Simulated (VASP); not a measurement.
# MoS2 (P-3m1) in VASP: further runs

Runs on MoS2. Level: PBEsol. Tasks: single point.

Everything below comes from runs of VASP 6.6.1. Logs are shortened: lines on timing, memory, paths and dates and some standing lists are left out, and cuts for length are marked.

## (1) The cell of the first run

Symmetry: P-3m1, No. 164, trigonal system. The conventional cell has a = 3.141 Å, b = 3.141 Å, c = 12.279 Å, α = 90.00°, β = 90.00°, γ = 120.00°. Within 3.2 Å of Mo (site symmetry 3m) lie 6 S at 2.39 Å and 6 Mo at 3.14 Å. Within 3.2 Å of S (site symmetry 3m) lie 3 Mo at 2.39 Å and 7 S at 3.12 to 3.14 Å. Within 3.2 Å of S (site symmetry 3m) lie 3 Mo at 2.39 Å and 7 S at 3.12 to 3.14 Å.

## (2) Single point, PBEsol

Contents of INCAR:

```
  PREC = Accurate
  ENCUT = 520
  EDIFF = 1E-7
  ISMEAR = 0
  SIGMA = 0.05
  LREAL = False
  LASPH = True
  NELM = 100
  ALGO = Normal
  ISIF = 2
  LWAVE = False
  LCHARG = False
  GGA = PS
  NBANDS = 35
```

Contents of KPOINTS:

```
regular mesh
0
Gamma
  10 10 2
```

Contents of POSCAR:

```
MoS2
1.0
   -3.1414322132      0.0000000000      0.0000000000
   -1.5707161066     -2.7205601009      0.0000000000
    0.0000000000      0.0000000000     12.2788195080
Mo S
2 4
Direct
    0.3333333333      0.3333333333      0.2561080790
    0.6666666667      0.6666666667      0.7683242371
    0.3333333333      0.3333333333      0.6413497874
    0.6666666667      0.6666666667      0.1291336293
    0.3333333333      0.3333333333      0.8952986868
    0.6666666667      0.6666666667      0.3830825288
```

Potentials or basis: VASP PAW PBE potentials, release 64 (Mo_sv, S).

On the command line:

```
> cat potpaw_PBE.64/Mo_sv/POTCAR potpaw_PBE.64/S/POTCAR > POTCAR
> mpirun -np 1 vasp_std > vasp.out
```

OUTCAR:

```text
PREC = Accurate
   ENCUT = 520
   EDIFF = 1E-7
   ISMEAR = 0
   LREAL = False
   LASPH = True
   NELM = 100
   ISIF = 2
   GGA = PS

 ion  position               nearest neighbor table
   1  0.333  0.333  0.256-   4 2.39   4 2.39   4 2.39   6 2.39   6 2.39   6 2.39
   2  0.667  0.667  0.768-   5 2.39   3 2.39   5 2.39   3 2.39   5 2.39   3 2.39
   3  0.333  0.333  0.641-   2 2.39   2 2.39   2 2.39
   4  0.667  0.667  0.129-   1 2.39   1 2.39   1 2.39
   5  0.333  0.333  0.895-   2 2.39   2 2.39   2 2.39
   6  0.667  0.667  0.383-   1 2.39   1 2.39   1 2.39

  LATTYP: Found a hexagonal cell.
 ALAT       =     3.1414322132
 C/A-ratio  =     3.9086692549

  Lattice vectors:

 A1 = (   1.5707161066,   2.7205601009,   0.0000000000)
 A2 = (  -3.1414322132,   0.0000000000,   0.0000000000)
 A3 = (   0.0000000000,   0.0000000000,  12.2788195080)

Analysis of symmetry for initial positions (statically):
=====================================================================
 Subroutine PRICEL returns:
 Original cell was already a primitive cell.

 Routine SETGRP: Setting up the symmetry group for a
 hexagonal supercell.

 Subroutine GETGRP returns: Found 12 space group operations
 (whereof  6 operations were pure point group operations)
 out of a pool of 24 trial point group operations.

The static configuration has the point symmetry C_3v.
 The point group associated with its full space group is D_3d.

Analysis of symmetry for dynamics (positions and initial velocities):
=====================================================================
 Subroutine PRICEL returns:
 Original cell was already a primitive cell.

 Routine SETGRP: Setting up the symmetry group for a
 hexagonal supercell.

 Subroutine GETGRP returns: Found 12 space group operations
 (whereof  6 operations were pure point group operations)
 out of a pool of 24 trial point group operations.

The dynamic configuration has the point symmetry C_3v.
 The point group associated with its full space group is D_3d.

 Subroutine INISYM returns: Found 12 space group operations
 (whereof  6 operations are pure point group operations),
 and found     1 'primitive' translations

----------------------------------------------------------------------------------------

                                     Primitive cell

  volume of cell :     104.9404

  direct lattice vectors                    reciprocal lattice vectors
    -3.141432213  0.000000000  0.000000000    -0.318326143  0.183785684  0.000000000
    -1.570716107 -2.720560101  0.000000000     0.000000000 -0.367571369  0.000000000
     0.000000000  0.000000000 12.278819508     0.000000000  0.000000000  0.081441054

  length of vectors
     3.141432213  3.141432213 12.278819508     0.367571369  0.367571369  0.081441054

  position of ions in fractional coordinates (direct lattice)
     0.333333333  0.333333333  0.256108079
     0.666666667  0.666666667  0.768324237
     0.333333333  0.333333333  0.641349787
     0.666666667  0.666666667  0.129133629
     0.333333333  0.333333333  0.895298687
     0.666666667  0.666666667  0.383082529

  ion indices of the primitive-cell ions
   primitive index   ion index
                 1           1
                 2           2
                 3           3
                 4           4
                 5           5
                 6           6

----------------------------------------------------------------------------------------

 KPOINTS: regular mesh

Automatic generation of k-mesh.
 Grid dimensions read from file:
 generate k-points for:   10   10    2

 Generating k-lattice:

  Cartesian coordinates                     Fractional coordinates (reciprocal lattice)
    -0.031832614  0.018378568  0.000000000     0.100000000 -0.000000000  0.000000000
     0.000000000 -0.036757137  0.000000000     0.000000000  0.100000000  0.000000000
     0.000000000  0.000000000  0.040720527     0.000000000  0.000000000  0.500000000

  Length of vectors
     0.036757137  0.036757137  0.040720527

  Shift w.r.t. Gamma in fractional coordinates (k-lattice)
     0.000000000  0.000000000  0.000000000

 Subroutine IBZKPT returns following result:
 ===========================================

 Found     28 irreducible k-points:

 Following reciprocal coordinates:
            Coordinates               Weight
  0.000000  0.000000  0.000000      1.000000
  0.100000  0.000000  0.000000      6.000000
  0.200000  0.000000  0.000000      6.000000
  0.300000  0.000000  0.000000      6.000000
  0.400000  0.000000  0.000000      6.000000
  0.500000  0.000000  0.000000      3.000000
[... 16 lines left out ...]
  0.400000  0.100000  0.500000     12.000000
  0.500000  0.100000  0.500000     12.000000
 [... further k-points ...]
   k-points           NKPTS =     28   k-points in BZ     NKDIM =     28   number of bands    NBANDS=     35
   number of dos      NEDOS =    301   number of ions     NIONS =      6
   total plane-waves  NPLWV =  55296
   dimension x,y,z NGX =    24 NGY =   24 NGZ =   96
   dimension x,y,z NGXF=    48 NGYF=   48 NGZF=  192
   ions per type =               2   4
   NGX,Y,Z   is equivalent  to a cutoff of  12.70, 12.70, 13.00 a.u.
   NGXF,Y,Z  is equivalent  to a cutoff of  25.40, 25.40, 26.00 a.u.
 SYSTEM =  unknown system
   PREC   = accura    normal or accurate (medium, high low for compatibility)
   ISTART =      0    job   : 0-new  1-cont  2-samecut
   ICHARG =      2    charge: 1-file 2-atom 10-const
   ISPIN  =      1    spin polarized calculation?
   LNONCOLLINEAR =      F non collinear calculations
   LSORBIT =      F    spin-orbit coupling
   LASPH  =      T    aspherical Exc in radial PAW
   ENCUT  =  520.0 eV  38.22 Ry    6.18 a.u.   5.84  5.84 22.83*2*pi/ulx,y,z
   NELM   =    100;   NELMIN=  2; NELMDL= -5     # of ELM steps
   EDIFF  = 0.1E-06   stopping-criterion for ELM
   LREAL  =      F    real-space projection
   EDIFFG = 0.1E-05   stopping-criterion for IOM
   NSW    =      0    number of steps for IOM
   IBRION =     -1    ionic relax: 0-MD 1-quasi-New 2-CG
   NFREE  =      0    steps in history (QN), initial steepest desc. (CG)
   ISIF   =      2    stress and relaxation
   ISYM   =      2    0-nonsym 1-usesym 2-fastsym
   POTIM  = 0.5000    time-step for ionic-motion
   TEBEG  =    0.0;   TEEND  =   0.0 temperature during run
   PSTRESS=    0.0 pullay stress
   NELECT =      52.0000    total number of electrons
   NUPDOWN=      -1.0000    fix difference up-down
   EMIN   =  10.00;   EMAX   =-10.00  energy-range for DOS
   EFERMI =   0.00;   METHOD = LEGACY
   ISMEAR =     0;   SIGMA  =   0.05  broadening in eV -4-tet -1-fermi 0-gaus
   EFERMI_NEDOS =   21; number of points for ismear=-14 and -15
   IALGO  =     38    algorithm
   IMIX   =      4    mixing-type and parameters
     AMIX     =   0.40;   BMIX     =  1.00
     AMIX_MAG =   1.60;   BMIX_MAG =  1.00
  volume/ion in A,a.u.               =      17.49       118.03
  Fermi-wavevector in a.u.,A,eV,Ry     =   1.295473  2.448089 22.833985  1.678251
  Thomas-Fermi vector in A             =   2.426991
   LORBIT       =      0    0 simple, 1 ext, 2 COOP (PROOUT), +10 PAW based schemes
   GGA     = PS    functional components
   LHFCALC =     F    Hartree Fock is set to
   AEXX    =    0.0000 exact exchange contribution
   IVDW    =     0    specifies the selected vdW correction
   LEPSILON=     F    determine dielectric tensor
   LRPA    =     F    only Hartree local field effects (RPA)
 non-spin polarized calculation
 Gauss-broadening in eV      SIGMA  =   0.05
  energy-cutoff  :      520.00
  volume of cell :      104.94
 maximum number of plane-waves:      2844
   NGX = 11   NGY = 11   NGZ = 45

 number of electron      52.0000000 magnetization

 Free energy of the ion-electron system (eV)
  ---------------------------------------------------
  ext. energy  EPLUGINS =         0.00000000
  ---------------------------------------------------
  free energy    TOTEN  =       -46.89194372 eV

  energy without entropy =      -46.89194372  energy(sigma->0) =      -46.89194372

 E-fermi :   8.0935     XC(G=0): -11.0935

 val. band max:        7.6970354677   @ k =   0.0000   0.0000   0.0000
 cond. band min:       8.5681539245   @ k =   0.4000   0.2000   0.0000
 fundamental gap:      0.8711184567
 Fermi energy:         8.0935221511

 k-point     1 :       0.0000    0.0000    0.0000
  band No.  band energies     occupation
      1     -53.7085      2.00000
      2     -53.7085      2.00000
      3     -27.9192      2.00000
      4     -27.9191      2.00000
      5     -27.6580      2.00000
      6     -27.6580      2.00000
[... 27 lines left out ...]
     34      10.2282      0.00000
     35      13.2809      0.00000

 k-point     2 :       0.1000    0.0000    0.0000
  band No.  band energies     occupation
      1     -53.7042      2.00000
      2     -53.7042      2.00000
      3     -27.9109      2.00000
      4     -27.9107      2.00000
      5     -27.7005      2.00000
      6     -27.7005      2.00000
[... 27 lines left out ...]
     34      10.1728      0.00000
     35      13.9963      0.00000

 k-point     3 :       0.2000    0.0000    0.0000
  band No.  band energies     occupation
      1     -53.6929      2.00000
      2     -53.6929      2.00000
      3     -27.8888      2.00000
      4     -27.8887      2.00000
      5     -27.8103      2.00000
      6     -27.8103      2.00000
[... 27 lines left out ...]
     34      10.7647      0.00000
     35      15.0510      0.00000
[... 723 lines left out ...]
 k-point    23 :       0.4000    0.1000    0.5000
  band No.  band energies     occupation
      1     -53.6710      2.00000
      2     -53.6710      2.00000
      3     -27.9993      2.00000
      4     -27.9993      2.00000
      5     -27.8462      2.00000
      6     -27.8461      2.00000
[... 27 lines left out ...]
     34      11.4929      0.00000
     35      14.5413      0.00000

 k-point    24 :       0.5000    0.1000    0.5000
  band No.  band energies     occupation
      1     -53.6631      2.00000
      2     -53.6631      2.00000
      3     -28.0674      2.00000
      4     -28.0674      2.00000
      5     -27.8308      2.00000
      6     -27.8308      2.00000
[... 27 lines left out ...]
     34      11.3511      0.00000
     35      13.6998      0.00000

 [... further k-points ...]
[... 5 lines left out ...]
  --------------------------------------------------------------------------------------
  -------------------------------------------------------------------------------------
  Total        0.0480506      0.0480506      0.4047809     -0.0000000     -0.0000000     -0.0000000
  in kB        0.7336123      0.7336123      6.1799932     -0.0000000     -0.0000000     -0.0000000
  external PRESSURE =       2.5490726 kB  Pullay stress =       0.0000000 kB

 VOLUME and BASIS-vectors are now :
 -----------------------------------------------------------------------------
  energy-cutoff  :      520.00
  volume of cell :      104.94
      direct lattice vectors                 reciprocal lattice vectors
    -3.141432213  0.000000000  0.000000000    -0.318326143  0.183785684  0.000000000
    -1.570716107 -2.720560101  0.000000000     0.000000000 -0.367571369  0.000000000
     0.000000000  0.000000000 12.278819508     0.000000000  0.000000000  0.081441054

 POSITION                                       TOTAL-FORCE (eV/Angst)
 -----------------------------------------------------------------------------------
     -1.57072     -0.90685      3.14470        -0.000000      0.000000      0.037179
     -3.14143     -1.81371      9.43411         0.000000     -0.000000     -0.037179
     -1.57072     -0.90685      7.87502        -0.000000      0.000000      0.002419
     -3.14143     -1.81371      1.58561        -0.000000     -0.000000      0.073335
     -1.57072     -0.90685     10.99321         0.000000      0.000000     -0.073335
     -3.14143     -1.81371      4.70380         0.000000     -0.000000     -0.002419
 -----------------------------------------------------------------------------------
    total drift:                                0.000000      0.000000      0.000013

  FREE ENERGIE OF THE ION-ELECTRON SYSTEM (eV)
  ---------------------------------------------------
  free  energy   TOTEN  =       -46.8919437182 eV

  energy  without entropy=      -46.8919437182  energy(sigma->0) =      -46.89194372
```

Run time: 62 s. Hardware: 1 thread of Intel Xeon Platinum 8559C (Emerald Rapids), shared host; peak memory 0.26 GiB.

Results:

```
Free energy            : -46.8919 eV
Pressure               : 0.3 GPa
Largest force          : 0.073 eV/Å
Band gap on the k mesh : 0.87 eV, indirect (least direct gap 1.94 eV)
```

Forces on the atoms (eV/Å):
```
Mo   0.000  0.000  0.037
Mo   0.000  0.000 -0.037
S    0.000  0.000  0.002
S    0.000  0.000  0.073
S    0.000  0.000 -0.073
S    0.000  0.000 -0.002
```

Stress tensor (GPa, compression positive):
```
0.07 0.00 0.00
0.00 0.07 0.00
0.00 0.00 0.62
```

Levels at points of the mesh, in eV from the valence-band top:
| k point | band 24 | band 25 | band 26 | band 27 | band 28 | band 29 |
| --- | --- | --- | --- | --- | --- | --- |
| (0.00, 0.00, 0.00) | -1.27 | -1.23 | 0.00 | 2.15 | 2.15 | 2.18 |
| (0.50, 0.00, 0.00) | -1.50 | -1.47 | -1.34 | 1.67 | 1.72 | 2.05 |
| (0.00, 0.00, 0.50) | -2.17 | -0.41 | -0.18 | 2.15 | 2.15 | 2.17 |
| (0.50, 0.00, 0.50) | -1.58 | -1.42 | -1.38 | 1.69 | 1.70 | 2.19 |

Caveat: the PAW data sets were made with another functional, which shifts forces and pressure a little; this functional lacks dispersion, which binds the layers, so the pressure and a relaxed spacing across them are unreliable.

## (3) Single point, PBEsol

This run uses another cell than the first one, of 18.27 Å³/atom, 1.045 times its volume.

Contents of INCAR:

```
PREC = Accurate
ENCUT = 520
EDIFF = 1E-6
ISMEAR = 0
SIGMA = 0.05
LREAL = F
LASPH = T
NELM = 100
ALGO = Normal
ISIF = 2
LWAVE = F
LCHARG = T
GGA = PS
LELF = T
LVHAR = T
NBANDS = 35
```

KPOINTS is that of step 2.

Contents of POSCAR:

```
MoS2
1.0
   -3.1414322132      0.0000000000      0.0000000000
   -1.5707161066     -2.7205601009      0.0000000000
    0.0000000000      0.0000000000     12.8288195080
Mo S
2 4
Direct
    0.3333333333      0.3333333333      0.2451281566
    0.6666666667      0.6666666667      0.7353844697
    0.3333333333      0.3333333333      0.6138536968
    0.6666666667      0.6666666667      0.1235973837
    0.3333333333      0.3333333333      0.8569152426
    0.6666666667      0.6666666667      0.3666589295
```

Potentials or basis: VASP PAW PBE potentials, release 64 (Mo_sv, S).

On the command line:

```
> cat potpaw_PBE.64/Mo_sv/POTCAR potpaw_PBE.64/S/POTCAR > POTCAR
> mpirun -np 1 vasp_std > vasp.out
```

Wall time 46 s (1 thread of Intel Xeon Platinum 8559C (Emerald Rapids), shared host); peak memory 0.26 GiB.

The run converged. Its results:

```
Free energy            : -46.9024 eV
Pressure               : -0.1 GPa
Largest force          : 0.013 eV/Å
Band gap on the k mesh : 1.14 eV, indirect (least direct gap 1.98 eV)
```

Forces on the atoms (eV/Å):
```
Mo   0.000  0.000 -0.013
Mo   0.000  0.000  0.013
S    0.000  0.000 -0.001
S    0.000  0.000 -0.012
S    0.000  0.000  0.012
S    0.000  0.000  0.001
```

Stress tensor (GPa, compression positive):
```
-0.05  0.00  0.00
 0.00 -0.05  0.00
 0.00  0.00 -0.23
```

Levels at points of the mesh, in eV from the valence-band top:
```
           k point  band 23  band 24  band 25  band 26  band 27  band 28  band 29  band 30
(0.00, 0.00, 0.00)    -1.97    -1.40    -1.03     0.00     2.36     2.36     2.38     2.38
(0.50, 0.00, 0.00)    -1.47    -1.35    -1.23    -1.17     1.87     1.90     2.27     2.50
(0.00, 0.00, 0.50)    -1.98    -1.98    -0.37    -0.22     2.36     2.36     2.37     2.37
(0.50, 0.00, 0.50)    -1.43    -1.40    -1.21    -1.19     1.88     1.89     2.38     2.41
```

Caveat: the PAW data sets were made with another functional, which shifts forces and pressure a little; this functional lacks dispersion, which binds the layers, so the pressure and a relaxed spacing across them are unreliable.

(Continued in part 2 of 2.)
